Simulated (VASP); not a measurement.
Runs of VASP 6.6.1 on Mg2As. The structure is that of space group Immm (No. 71), or close to it. The cells are those of the table. 

| cell | further INCAR settings | gap on the mesh (eV) | pressure (GPa) | largest force (eV/Å) |
| --- | --- | --- | --- | --- |
| a = 6.946 Å, angles 147.5, 131.7, 59.4°, 6 atoms | ALGO = Fast; EDIFF = 1e-07; NBANDS = 18 | none | -2.1 | 0.05 |
| a = 6.990 Å, angles 147.5, 131.7, 59.4°, 6 atoms | ALGO = Fast; EDIFF = 1e-07; NBANDS = 18 | none | -2.9 | 0.10 |
| a = 6.716 Å, angles 147.5, 131.7, 59.4°, 6 atoms | ALGO = Fast; EDIFF = 1e-06; NBANDS = 18 | none | 3.3 | 0.20 |
| a = 6.856 Å, angles 147.5, 131.7, 59.4°, 6 atoms | ALGO = Fast; EDIFF = 1e-06; NBANDS = 18 | none | (b) | 0.08 |
| a = 6.901 Å, angles 147.5, 131.7, 59.4°, 6 atoms | ALGO = Fast; EDIFF = 1e-07; NBANDS = 18 | none | (a) | 0.06 |

Alike in all rows: task single point; level PBE; potentials or basis VASP PAW PBE potentials, release 64 (As, Mg); no spin polarisation; k mesh 8 × 8 × 8; cutoff (eV) 520; smearing fermi-dirac 0.05 eV.

Q: Estimate the missing entries.

A: (a) -1.2; (b) -0.3.

Caveats: the cell stands under pressure (at least some runs).

A k mesh can miss the band edges, and the runs leave out spin-orbit coupling on As.

A gap of «none» marks levels without a gap at the run's occupations.
